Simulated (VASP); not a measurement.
# Cu (Pm-3m) in VASP: a series of runs, part 2 of 2

VASP 6.6.1.

## (5) Single point, BLYP (volume scaled by 1.08)

The input, INCAR:

```
AGGAC = 1.0
AGGAX = 1.0
ALDAC = 0.0
ALDAX = 1.0
ALGO = Normal
EDIFF = 1E-6
ENCUT = 520
GGA = B5
ISIF = 2
ISMEAR = -1
LASPH = T
LCHARG = F
LREAL = F
LWAVE = F
NBANDS = 12
NELM = 100
PREC = Accurate
SIGMA = 0.1
```

The input, KPOINTS:

```
k-points
0
Gamma
  14 14 14
```

The input, POSCAR:

```
Cu
1.0
    2.5195561472      0.0000000000      0.0000000000
    0.0000000000      2.5195561472      0.0000000000
    0.0000000000      0.0000000000      2.5195561472
Cu
1
Direct
    0.0000000000      0.0000000000      0.0000000000
```

Potentials or basis: VASP PAW PBE potentials, release 64 (Cu).

Command:

```console
cat potpaw_PBE.64/Cu/POTCAR > POTCAR
mpirun -np 1 vasp_std > vasp.out
```

OUTCAR:

```text
EDIFF = 1E-6
   ENCUT = 520
   GGA = B5
   ISIF = 2
   ISMEAR = -1
   LASPH = T
   LREAL = F
   NELM = 100
   PREC = Accurate

 ion  position               nearest neighbor table
   1  0.000  0.000  0.000-

  LATTYP: Found a simple cubic cell.
 ALAT       =     2.5195561472

  Lattice vectors:

 A1 = (   2.5195561472,   0.0000000000,   0.0000000000)
 A2 = (   0.0000000000,   2.5195561472,   0.0000000000)
 A3 = (   0.0000000000,   0.0000000000,   2.5195561472)

Analysis of symmetry for initial positions (statically):
=====================================================================
 Subroutine PRICEL returns:
 Original cell was already a primitive cell.

 Routine SETGRP: Setting up the symmetry group for a
 simple cubic supercell.

 Subroutine GETGRP returns: Found 48 space group operations
 (whereof 48 operations were pure point group operations)
 out of a pool of 48 trial point group operations.

The static configuration has the point symmetry O_h .

Analysis of symmetry for dynamics (positions and initial velocities):
=====================================================================
 Subroutine PRICEL returns:
 Original cell was already a primitive cell.

 Routine SETGRP: Setting up the symmetry group for a
 simple cubic supercell.

 Subroutine GETGRP returns: Found 48 space group operations
 (whereof 48 operations were pure point group operations)
 out of a pool of 48 trial point group operations.

The dynamic configuration has the point symmetry O_h .

 Subroutine INISYM returns: Found 48 space group operations
 (whereof 48 operations are pure point group operations),
 and found     1 'primitive' translations

----------------------------------------------------------------------------------------

                                     Primitive cell

  volume of cell :      15.9946

  direct lattice vectors                    reciprocal lattice vectors
     2.519556147  0.000000000  0.000000000     0.396895303  0.000000000  0.000000000
     0.000000000  2.519556147  0.000000000     0.000000000  0.396895303  0.000000000
     0.000000000  0.000000000  2.519556147     0.000000000  0.000000000  0.396895303

  length of vectors
     2.519556147  2.519556147  2.519556147     0.396895303  0.396895303  0.396895303

  position of ions in fractional coordinates (direct lattice)
     0.000000000  0.000000000  0.000000000

  ion indices of the primitive-cell ions
   primitive index   ion index
                 1           1

----------------------------------------------------------------------------------------

 KPOINTS: k-points

Automatic generation of k-mesh.
 Grid dimensions read from file:
 generate k-points for:   14   14   14

 Generating k-lattice:

  Cartesian coordinates                     Fractional coordinates (reciprocal lattice)
     0.028349664  0.000000000  0.000000000     0.071428571  0.000000000  0.000000000
     0.000000000  0.028349664  0.000000000     0.000000000  0.071428571  0.000000000
     0.000000000  0.000000000  0.028349664     0.000000000  0.000000000  0.071428571

  Length of vectors
     0.028349664  0.028349664  0.028349664

  Shift w.r.t. Gamma in fractional coordinates (k-lattice)
     0.000000000  0.000000000  0.000000000

 Subroutine IBZKPT returns following result:
 ===========================================

 Found    120 irreducible k-points:

 Following reciprocal coordinates:
            Coordinates               Weight
  0.000000  0.000000  0.000000      1.000000
  0.071429  0.000000  0.000000      6.000000
  0.142857  0.000000  0.000000      6.000000
  0.214286  0.000000  0.000000      6.000000
  0.285714  0.000000  0.000000      6.000000
  0.357143  0.000000  0.000000      6.000000
[... 16 lines left out ...]
  0.285714  0.214286  0.000000     24.000000
  0.357143  0.214286  0.000000     24.000000
 [... further k-points ...]
   k-points           NKPTS =    120   k-points in BZ     NKDIM =    120   number of bands    NBANDS=     12
   number of dos      NEDOS =    301   number of ions     NIONS =      1
   total plane-waves  NPLWV =   8000
   dimension x,y,z NGX =    20 NGY =   20 NGZ =   20
   dimension x,y,z NGXF=    40 NGYF=   40 NGZF=   40
   ions per type =               1
   NGX,Y,Z   is equivalent  to a cutoff of  13.20, 13.20, 13.20 a.u.
   NGXF,Y,Z  is equivalent  to a cutoff of  26.39, 26.39, 26.39 a.u.
 SYSTEM =  unknown system
   PREC   = accura    normal or accurate (medium, high low for compatibility)
   ISTART =      0    job   : 0-new  1-cont  2-samecut
   ICHARG =      2    charge: 1-file 2-atom 10-const
   ISPIN  =      1    spin polarized calculation?
   LNONCOLLINEAR =      F non collinear calculations
   LSORBIT =      F    spin-orbit coupling
   LASPH  =      T    aspherical Exc in radial PAW
   ENCUT  =  520.0 eV  38.22 Ry    6.18 a.u.   4.68  4.68  4.68*2*pi/ulx,y,z
   NELM   =    100;   NELMIN=  2; NELMDL= -5     # of ELM steps
   EDIFF  = 0.1E-05   stopping-criterion for ELM
   LREAL  =      F    real-space projection
   EDIFFG = 0.1E-04   stopping-criterion for IOM
   NSW    =      0    number of steps for IOM
   IBRION =     -1    ionic relax: 0-MD 1-quasi-New 2-CG
   NFREE  =      0    steps in history (QN), initial steepest desc. (CG)
   ISIF   =      2    stress and relaxation
   ISYM   =      2    0-nonsym 1-usesym 2-fastsym
   POTIM  = 0.5000    time-step for ionic-motion
   TEBEG  =    0.0;   TEEND  =   0.0 temperature during run
   PSTRESS=    0.0 pullay stress
   NELECT =      11.0000    total number of electrons
   NUPDOWN=      -1.0000    fix difference up-down
   EMIN   =  10.00;   EMAX   =-10.00  energy-range for DOS
   EFERMI =   0.00;   METHOD = LEGACY
   ISMEAR =    -1;   SIGMA  =   0.10  broadening in eV -4-tet -1-fermi 0-gaus
   EFERMI_NEDOS =   21; number of points for ismear=-14 and -15
   IALGO  =     38    algorithm
   IMIX   =      4    mixing-type and parameters
     AMIX     =   0.40;   BMIX     =  1.00
     AMIX_MAG =   1.60;   BMIX_MAG =  1.00
  volume/ion in A,a.u.               =      15.99       107.94
  Fermi-wavevector in a.u.,A,eV,Ry     =   1.445046  2.730741 28.411115  2.088158
  Thomas-Fermi vector in A             =   2.563272
   LORBIT       =      0    0 simple, 1 ext, 2 COOP (PROOUT), +10 PAW based schemes
   GGA     = B5    functional components
   LHFCALC =     F    Hartree Fock is set to
   AEXX    =    0.0000 exact exchange contribution
   IVDW    =     0    specifies the selected vdW correction
   LEPSILON=     F    determine dielectric tensor
   LRPA    =     F    only Hartree local field effects (RPA)
 non-spin polarized calculation
  energy-cutoff  :      520.00
  volume of cell :       15.99
 maximum number of plane-waves:       449
 NGX is ok and might be reduce to    20
   NGX =  9   NGY =  9   NGZ =  9

 number of electron      11.0000002 magnetization

 Free energy of the ion-electron system (eV)
  ---------------------------------------------------
  ext. energy  EPLUGINS =         0.00000000
  ---------------------------------------------------
  free energy    TOTEN  =        -2.65645058 eV

  energy without entropy =       -2.64661785  energy(sigma->0) =       -2.65153422

 E-fermi :   4.7026     XC(G=0): -10.4014

 val. band max:        4.6916126378   @ k =   0.4286   0.2143   0.0714
 cond. band min:       4.7237402093   @ k =   0.3571   0.3571   0.0000
 fundamental gap:      0.0321275715
 Fermi energy:         4.7026113243

 k-point     1 :       0.0000    0.0000    0.0000
  band No.  band energies     occupation
      1      -2.3940      2.00000
      2       1.3301      2.00000
      3       1.3301      2.00000
      4       3.3334      2.00000
      5       3.3334      2.00000
      6       3.3335      2.00000
      7      20.7049      0.00000
      8      20.7049      0.00000
      9      20.7049      0.00000
     10      24.1933      0.00000
     11      24.1933      0.00000
     12      27.5905      0.00000

 k-point     2 :       0.0714    0.0000    0.0000
  band No.  band energies     occupation
      1      -2.2686      2.00000
      2       1.3422      2.00000
      3       1.3730      2.00000
      4       3.3010      2.00000
      5       3.3010      2.00000
      6       3.3361      2.00000
      7      19.0378      0.00000
      8      20.8628      0.00000
      9      20.8628      0.00000
     10      24.2599      0.00000
     11      25.3669      0.00000
     12      28.3305      0.00000
[... 316 lines left out ...]
 k-point    24 :       0.3571    0.2143    0.0000
  band No.  band energies     occupation
      1       0.9365      2.00000
      2       1.7756      2.00000
      3       2.2434      2.00000
      4       2.8696      2.00000
      5       3.1523      2.00000
      6       3.4701      1.99999
      7       9.9835      0.00000
      8      17.0398      0.00000
      9      23.5639      0.00000
     10      25.6051      0.00000
     11      27.5801      0.00000
     12      33.2820      0.00000

 [... further k-points ...]
[... 5 lines left out ...]
  --------------------------------------------------------------------------------------
  -------------------------------------------------------------------------------------
  Total       -0.4927696     -0.4927696     -0.4927696     -0.0000000     -0.0000000      0.0000000
  in kB      -49.3608220    -49.3608220    -49.3608220     -0.0000000     -0.0000000      0.0000000
  external PRESSURE =     -49.3608220 kB  Pullay stress =       0.0000000 kB

 VOLUME and BASIS-vectors are now :
 -----------------------------------------------------------------------------
  energy-cutoff  :      520.00
  volume of cell :       15.99
      direct lattice vectors                 reciprocal lattice vectors
     2.519556147  0.000000000  0.000000000     0.396895303  0.000000000  0.000000000
     0.000000000  2.519556147  0.000000000     0.000000000  0.396895303  0.000000000
     0.000000000  0.000000000  2.519556147     0.000000000  0.000000000  0.396895303

 POSITION                                       TOTAL-FORCE (eV/Angst)
 -----------------------------------------------------------------------------------
      0.00000      0.00000      0.00000         0.000000      0.000000      0.000000
 -----------------------------------------------------------------------------------
    total drift:                               -0.000000      0.000000      0.000000

  FREE ENERGIE OF THE ION-ELECTRON SYSTEM (eV)
  ---------------------------------------------------
  free  energy   TOTEN  =        -2.6564505820 eV

  energy  without entropy=       -2.6466178518  energy(sigma->0) =       -2.65153422
```

OSZICAR:

```text
N       E                     dE             d eps       ncg     rms          rms(c)
DAV:   1     0.466148985843E+02    0.46615E+02   -0.52980E+03  3044   0.139E+03
DAV:   2    -0.164403542722E+01   -0.48259E+02   -0.44490E+02  2964   0.193E+02
DAV:   3    -0.327397725784E+01   -0.16299E+01   -0.16130E+01  3308   0.422E+01
DAV:   4    -0.328771629572E+01   -0.13739E-01   -0.13737E-01  3320   0.346E+00
DAV:   5    -0.328789484798E+01   -0.17855E-03   -0.17855E-03  3364   0.410E-01    0.671E+00
DAV:   6    -0.310818906490E+01    0.17971E+00   -0.13181E+01  3364   0.668E+01    0.442E+00
DAV:   7    -0.266145954424E+01    0.44673E+00   -0.23128E+00  3396   0.291E+01    0.208E-01
DAV:   8    -0.265950396398E+01    0.19556E-02   -0.34796E-02  3820   0.345E+00    0.438E-01
DAV:   9    -0.265661047022E+01    0.28935E-02   -0.25303E-02  3532   0.264E+00    0.101E-01
DAV:  10    -0.265645327307E+01    0.15720E-03   -0.74666E-04  3964   0.468E-01    0.168E-02
DAV:  11    -0.265645099268E+01    0.22804E-05   -0.22022E-05  4332   0.705E-02    0.335E-03
DAV:  12    -0.265645058200E+01    0.41068E-06   -0.10501E-06  2008   0.161E-02
   1 F= -.26564506E+01 E0= -.26515342E+01  d E =-.983273E-02
```

Run time: 13 s. Hardware: 1 thread of Intel Xeon 6975P-C, shared host; peak memory 0.14 GiB.

Results:

```
Free energy : -2.6565 eV
Pressure    : -4.9 GPa
```

Caveat: the PAW data sets were made with another functional, which shifts forces and pressure a little.

## (6) Single point, BLYP (volume scaled by 1.12)

The input, INCAR:

```
AGGAC    = 1.0          
AGGAX    = 1.0          
ALDAC    = 0.0          
ALDAX    = 1.0          
ALGO     = Normal         # electronic algorithm
EDIFF    = 1E-7           # SCF threshold, eV
ENCUT    = 520            # plane-wave cutoff, eV
GGA      = B5             # functional
ISIF     = 2              # what is computed and relaxed
ISMEAR   = -1             # smearing method
LASPH    = T              # aspherical terms in the spheres
LCHARG   = F              # write CHGCAR
LREAL    = F              # projectors in reciprocal space
LWAVE    = F              # write WAVECAR
NBANDS   = 12             # bands
NELM     = 100            # most SCF steps
PREC     = Accurate       # precision mode
SIGMA    = 0.1            # smearing width, eV
```

KPOINTS is that of step 5.

The input, POSCAR:

```
Cu
1.0
    2.5502854702      0.0000000000      0.0000000000
    0.0000000000      2.5502854702      0.0000000000
    0.0000000000      0.0000000000      2.5502854702
Cu
1
Direct
    0.0000000000      0.0000000000      0.0000000000
```

Potentials or basis: VASP PAW PBE potentials, release 64 (Cu).

Command:

```console
cat potpaw_PBE.64/Cu/POTCAR > POTCAR
mpirun -np 1 vasp_std > vasp.out
```

It took 14 s on 1 thread of Intel Xeon 6975P-C, shared host; peak memory 0.14 GiB.

Results (log left out):

```yaml
Free_energy: -2.6349 eV
Pressure: -6.7 GPa
```

Levels at points of the mesh, in eV from the Fermi level:
| k point | band 3 | band 4 | band 5 | band 6 | band 7 | band 8 |
| --- | --- | --- | --- | --- | --- | --- |
| (0.00, 0.00, 0.00) | -3.25 | -1.36 | -1.36 | -1.36 | 15.64 | 15.64 |
| (0.50, 0.00, 0.00) | -1.94 | -1.94 | -1.31 | -0.58 | 1.32 | 20.83 |
| (0.50, 0.50, 0.00) | -1.82 | -1.82 | -0.93 | 4.04 | 4.04 | 6.78 |
| (0.50, 0.50, 0.50) | -2.96 | -0.89 | -0.89 | 8.71 | 8.71 | 8.71 |

Caveat: the PAW data sets were made with another functional, which shifts forces and pressure a little.

## (7) The runs side by side

```tsv
cell	gap on the mesh (eV)	pressure (GPa)
a = 2.423 Å, 1 atom	none	4.4
a = 2.456 Å, 1 atom	none	0.4
a = 2.488 Å, 1 atom	none	-2.6
a = 2.520 Å, 1 atom	none	-4.9
a = 2.550 Å, 1 atom	none	-6.7
```

Alike in all rows: task single point; level BLYP; potentials or basis VASP PAW PBE potentials, release 64 (Cu); no spin polarisation; k mesh 14 × 14 × 14; cutoff (eV) 520; smearing fermi-dirac 0.1 eV.

Caveats: the PAW data sets were made with another functional, which shifts forces and pressure a little.

Total energies depend on the potentials used, so only differences within one code and one set of settings carry meaning.
